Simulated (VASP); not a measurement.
# AlN in VASP: further runs, part 2 of 2

VASP 6.6.1. Earlier steps stand in the parts before.

**3. Single point, PBEsol**

Contents of INCAR:

```
SYSTEM = AlN
PREC = Accurate
ENCUT = 520
EDIFF = 1E-7
ISMEAR = 0
SIGMA = 0.05
LREAL = .FALSE.
LASPH = .TRUE.
NELM = 80
ALGO = Normal
ISIF = 2
LWAVE = .FALSE.
LCHARG = .FALSE.
GGA = PS
NBANDS = 16
```

Contents of KPOINTS:

```
regular mesh
0
G
  12 12 6
  0 0 0
```

Contents of POSCAR:

```
AlN
1.0
    3.3121160000     -0.0496817400      0.0000000000
   -1.6990836400      2.8932168700      0.0000000000
    0.0000000000      0.0000000000      4.1875630000
Al N
2 2
Direct
    0.3333333333      0.6666666667      0.7500000000
    0.6666666667      0.3333333333      0.2500000000
    0.3333333333      0.6666666667      0.2500000000
    0.6666666667      0.3333333333      0.7500000000
```

Potentials or basis: VASP PAW PBE potentials, release 64 (Al, N).

Run with:

```console
cat potpaw_PBE.64/Al/POTCAR potpaw_PBE.64/N/POTCAR > POTCAR
mpirun -np 1 vasp_std > vasp.out
```

OUTCAR:

```text
SYSTEM = AlN
   PREC = Accurate
   ENCUT = 520
   EDIFF = 1E-7
   ISMEAR = 0
   LREAL = .FALSE.
   LASPH = .TRUE.
   NELM = 80
   ISIF = 2
   GGA = PS

 ion  position               nearest neighbor table
   1  0.333  0.667  0.750-   4 1.89   4 1.91   4 1.94   3 2.09   3 2.09   2 2.82   2 2.82   2 2.84
                             2 2.84   2 2.85   2 2.85
   2  0.667  0.333  0.250-   3 1.89   3 1.91   3 1.94   4 2.09   4 2.09   1 2.82   1 2.82   1 2.84
                             1 2.84   1 2.85   1 2.85
   3  0.333  0.667  0.250-   2 1.89   2 1.91   2 1.94   1 2.09   1 2.09
   4  0.667  0.333  0.750-   1 1.89   1 1.91   1 1.94   2 2.09   2 2.09

  LATTYP: Found a simple monoclinic cell.
 ALAT       =     3.2691842147
 B/A-ratio  =     1.2809198641
 C/A-ratio  =     1.0132462335
 COS(beta)  =    -0.4803041346

  Lattice vectors:

 A1 = (   1.6130323600,   2.8435351300,   0.0000000000)
 A2 = (   0.0000000000,   0.0000000000,  -4.1875630000)
 A3 = (  -3.3121160000,   0.0496817400,   0.0000000000)

Analysis of symmetry for initial positions (statically):
=====================================================================
 Subroutine PRICEL returns:
 Original cell was already a primitive cell.

 Routine SETGRP: Setting up the symmetry group for a
 simple monoclinic supercell.

 Subroutine GETGRP returns: Found  4 space group operations
 (whereof  2 operations were pure point group operations)
 out of a pool of  4 trial point group operations.

The static configuration has the point symmetry S_2 .
 The point group associated with its full space group is C_2h.

Analysis of symmetry for dynamics (positions and initial velocities):
=====================================================================
 Subroutine PRICEL returns:
 Original cell was already a primitive cell.

 Routine SETGRP: Setting up the symmetry group for a
 simple monoclinic supercell.

 Subroutine GETGRP returns: Found  4 space group operations
 (whereof  2 operations were pure point group operations)
 out of a pool of  4 trial point group operations.

The dynamic configuration has the point symmetry S_2 .
 The point group associated with its full space group is C_2h.

 Subroutine INISYM returns: Found  4 space group operations
 (whereof  2 operations are pure point group operations),
 and found     1 'primitive' translations

----------------------------------------------------------------------------------------

                                     Primitive cell

  volume of cell :      39.7745

  direct lattice vectors                    reciprocal lattice vectors
     3.312116000 -0.049681740  0.000000000     0.304605049  0.178883740  0.000000000
    -1.699083640  2.893216870  0.000000000     0.005230617  0.348707788  0.000000000
     0.000000000  0.000000000  4.187563000     0.000000000  0.000000000  0.238802377

  length of vectors
     3.312488592  3.355233088  4.187563000     0.353247262  0.348747016  0.238802377

  position of ions in fractional coordinates (direct lattice)
     0.333333333  0.666666667  0.750000000
     0.666666667  0.333333333  0.250000000
     0.333333333  0.666666667  0.250000000
     0.666666667  0.333333333  0.750000000

  ion indices of the primitive-cell ions
   primitive index   ion index
                 1           1
                 2           2
                 3           3
                 4           4

[... 23 lines left out ...]

 Found    296 irreducible k-points:

 Following reciprocal coordinates:
            Coordinates               Weight
  0.000000  0.000000  0.000000      1.000000
  0.083333 -0.000000  0.000000      2.000000
  0.166667 -0.000000  0.000000      2.000000
  0.250000  0.000000  0.000000      2.000000
  0.333333 -0.000000  0.000000      2.000000
  0.416667 -0.000000  0.000000      2.000000
[... 16 lines left out ...]
  0.250000  0.166667  0.000000      2.000000
  0.333333  0.166667  0.000000      2.000000
 [... further k-points ...]
   k-points           NKPTS =    296   k-points in BZ     NKDIM =    296   number of bands    NBANDS=     16
   number of dos      NEDOS =    301   number of ions     NIONS =      4
   total plane-waves  NPLWV =  25088
   dimension x,y,z NGX =    28 NGY =   28 NGZ =   32
   dimension x,y,z NGXF=    56 NGYF=   56 NGZF=   64
   ions per type =               2   2
   NGX,Y,Z   is equivalent  to a cutoff of  14.05, 13.87, 12.70 a.u.
   NGXF,Y,Z  is equivalent  to a cutoff of  28.11, 27.75, 25.41 a.u.
 SYSTEM =  AlN
   PREC   = accura    normal or accurate (medium, high low for compatibility)
   ISTART =      0    job   : 0-new  1-cont  2-samecut
   ICHARG =      2    charge: 1-file 2-atom 10-const
   ISPIN  =      1    spin polarized calculation?
   LNONCOLLINEAR =      F non collinear calculations
   LSORBIT =      F    spin-orbit coupling
   LASPH  =      T    aspherical Exc in radial PAW
   ENCUT  =  520.0 eV  38.22 Ry    6.18 a.u.   6.16  6.24  7.79*2*pi/ulx,y,z
   NELM   =     80;   NELMIN=  2; NELMDL= -5     # of ELM steps
   EDIFF  = 0.1E-06   stopping-criterion for ELM
   LREAL  =      F    real-space projection
   EDIFFG = 0.1E-05   stopping-criterion for IOM
   NSW    =      0    number of steps for IOM
   IBRION =     -1    ionic relax: 0-MD 1-quasi-New 2-CG
   NFREE  =      0    steps in history (QN), initial steepest desc. (CG)
   ISIF   =      2    stress and relaxation
   ISYM   =      2    0-nonsym 1-usesym 2-fastsym
   POTIM  = 0.5000    time-step for ionic-motion
   TEBEG  =    0.0;   TEEND  =   0.0 temperature during run
   PSTRESS=    0.0 pullay stress
   NELECT =      16.0000    total number of electrons
   NUPDOWN=      -1.0000    fix difference up-down
   EMIN   =  10.00;   EMAX   =-10.00  energy-range for DOS
   EFERMI =   0.00;   METHOD = LEGACY
   ISMEAR =     0;   SIGMA  =   0.05  broadening in eV -4-tet -1-fermi 0-gaus
   EFERMI_NEDOS =   21; number of points for ismear=-14 and -15
   IALGO  =     38    algorithm
   IMIX   =      4    mixing-type and parameters
     AMIX     =   0.40;   BMIX     =  1.00
     AMIX_MAG =   1.60;   BMIX_MAG =  1.00
  volume/ion in A,a.u.               =       9.94        67.10
  Fermi-wavevector in a.u.,A,eV,Ry     =   1.208499  2.283733 19.870909  1.460471
  Thomas-Fermi vector in A             =   2.344105
   LORBIT       =      0    0 simple, 1 ext, 2 COOP (PROOUT), +10 PAW based schemes
   GGA     = PS    functional components
   LHFCALC =     F    Hartree Fock is set to
   AEXX    =    0.0000 exact exchange contribution
   IVDW    =     0    specifies the selected vdW correction
   LEPSILON=     F    determine dielectric tensor
   LRPA    =     F    only Hartree local field effects (RPA)
 non-spin polarized calculation
 Gauss-broadening in eV      SIGMA  =   0.05
  energy-cutoff  :      520.00
  volume of cell :       39.77
 maximum number of plane-waves:      1090
 NGX is ok and might be reduce to    28
   NGX = 13   NGY = 13   NGZ = 15

 number of electron      15.9999999 magnetization

 Free energy of the ion-electron system (eV)
  ---------------------------------------------------
  ext. energy  EPLUGINS =         0.00000000
  ---------------------------------------------------
  free energy    TOTEN  =       -30.91939968 eV

  energy without entropy =      -30.91939968  energy(sigma->0) =      -30.91939968

 E-fermi :   8.1376     XC(G=0): -11.3541

 val. band max:        7.8610205764   @ k =   0.0000   0.0000   0.0000
 cond. band min:      11.0428197381   @ k =   0.0000   0.0000   0.0000
 fundamental gap:      3.1817991616
 Fermi energy:         8.1376193230

 k-point     1 :       0.0000    0.0000    0.0000
  band No.  band energies     occupation
      1      -8.9060      2.00000
      2      -5.2324      2.00000
      3       0.9379      2.00000
      4       4.5203      2.00000
      5       4.6407      2.00000
      6       6.1807      2.00000
[... 433 lines left out ...]
      3       1.5077      2.00000
      4       2.8824      2.00000
      5       3.0996      2.00000
      6       3.8539      2.00000
[... 8 lines left out ...]
     15      20.5323      0.00000
     16      20.5484      0.00000

 [... further k-points ...]
[... 5 lines left out ...]
  --------------------------------------------------------------------------------------
  -------------------------------------------------------------------------------------
  Total       -0.7182905     -0.7535596     -1.0361476      1.2335969      0.0000000      0.0000000
  in kB      -28.9338008    -30.3544922    -41.7375518     49.6910996      0.0000000      0.0000000
  external PRESSURE =     -33.6752816 kB  Pullay stress =       0.0000000 kB

 VOLUME and BASIS-vectors are now :
 -----------------------------------------------------------------------------
  energy-cutoff  :      520.00
  volume of cell :       39.77
      direct lattice vectors                 reciprocal lattice vectors
     3.312116000 -0.049681740  0.000000000     0.304605049  0.178883740  0.000000000
    -1.699083640  2.893216870  0.000000000     0.005230617  0.348707788  0.000000000
     0.000000000  0.000000000  4.187563000     0.000000000  0.000000000  0.238802377

 POSITION                                       TOTAL-FORCE (eV/Angst)
 -----------------------------------------------------------------------------------
     -0.02868      1.91225      3.14067         0.324471      0.020076      0.000000
      1.64172      0.93128      1.04689        -0.324471     -0.020076      0.000000
     -0.02868      1.91225      1.04689         0.400046      0.020224      0.000000
      1.64172      0.93128      3.14067        -0.400046     -0.020224      0.000000
 -----------------------------------------------------------------------------------
    total drift:                                0.000000      0.000000     -0.000000

  FREE ENERGIE OF THE ION-ELECTRON SYSTEM (eV)
  ---------------------------------------------------
  free  energy   TOTEN  =       -30.9193996778 eV

  energy  without entropy=      -30.9193996778  energy(sigma->0) =      -30.91939968
```

OSZICAR:

```text
N       E                     dE             d eps       ncg     rms          rms(c)
DAV:   1     0.408220148816E+02    0.40822E+02   -0.73438E+03  9480   0.901E+02
DAV:   2    -0.317080229187E+02   -0.72530E+02   -0.66152E+02 13896   0.188E+02
DAV:   3    -0.351044432063E+02   -0.33964E+01   -0.33845E+01 11200   0.417E+01
DAV:   4    -0.351248437778E+02   -0.20401E-01   -0.20398E-01 11992   0.363E+00
DAV:   5    -0.351251116475E+02   -0.26787E-03   -0.26787E-03 11056   0.420E-01    0.113E+01
DAV:   6    -0.309920525489E+02    0.41331E+01   -0.81507E+00 12120   0.213E+01    0.393E+00
DAV:   7    -0.309613256518E+02    0.30727E-01   -0.64418E-01 10544   0.554E+00    0.279E+00
DAV:   8    -0.309268021967E+02    0.34523E-01   -0.98226E-02 10304   0.255E+00    0.841E-01
DAV:   9    -0.309191148245E+02    0.76874E-02   -0.18144E-02 12600   0.105E+00    0.270E-01
DAV:  10    -0.309194907531E+02   -0.37593E-03   -0.20754E-03 10752   0.309E-01    0.165E-01
DAV:  11    -0.309194012458E+02    0.89507E-04   -0.13207E-04 11552   0.886E-02    0.380E-02
DAV:  12    -0.309194003505E+02    0.89526E-06   -0.60397E-06 11264   0.198E-02    0.113E-02
DAV:  13    -0.309193996324E+02    0.71810E-06   -0.22632E-06 12184   0.114E-02    0.128E-03
DAV:  14    -0.309193996778E+02   -0.45338E-07   -0.81394E-08  6120   0.253E-03
   1 F= -.30919400E+02 E0= -.30919400E+02  d E =-.167216E-17
```

Run time: 2.8 min. Hardware: 1 thread of Intel Xeon 8259CL, shared host; peak memory 0.28 GiB.

Results:

```yaml
Free_energy: -30.9194 eV
Pressure: -3.4 GPa
Largest_force: 0.401 eV/Å
Band_gap_on_the_k_mesh: 3.18 eV
```

Forces on the atoms (eV/Å):
```
Al   0.324  0.020  0.000
Al  -0.324 -0.020  0.000
N    0.400  0.020  0.000
N   -0.400 -0.020  0.000
```

Caveat: the cell stands under tension; the PAW data sets were made with another functional, which shifts forces and pressure a little. A k mesh can miss the band edges.
